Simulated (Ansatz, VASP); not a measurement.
## Ti in VASP and in Ansatz

```xyz
1
Lattice="-1.6188 1.6188 1.6188 1.6188 -1.6188 1.6188 1.6188 1.6188 -1.6188" Properties=species:S:1:pos:R:3 pbc="T T T"
Ti    0.0000    0.0000    0.0000
```

Change from the starting cell: volume scaled by 0.96.

Alike in both runs: task single point; functional PBE; k mesh 14 × 14 × 14; occupations fermi-dirac, width 0.05 eV; no spin polarisation.

```csv
,VASP,Ansatz
version,VASP 6.6.1,Ansatz 0.2.0
potentials or method,"VASP PAW PBE potentials, release 64 (Ti_sv), cutoff 520 eV","all-electron LAPW, scalar-relativistic"
```

VASP gave:

```
pressure (GPa) : 1.6
```

Problem. Which values does Ansatz return?

Solution. Pressure (GPa): 1.9.

Ansatz ran all-electron here, and VASP with PAW potentials.
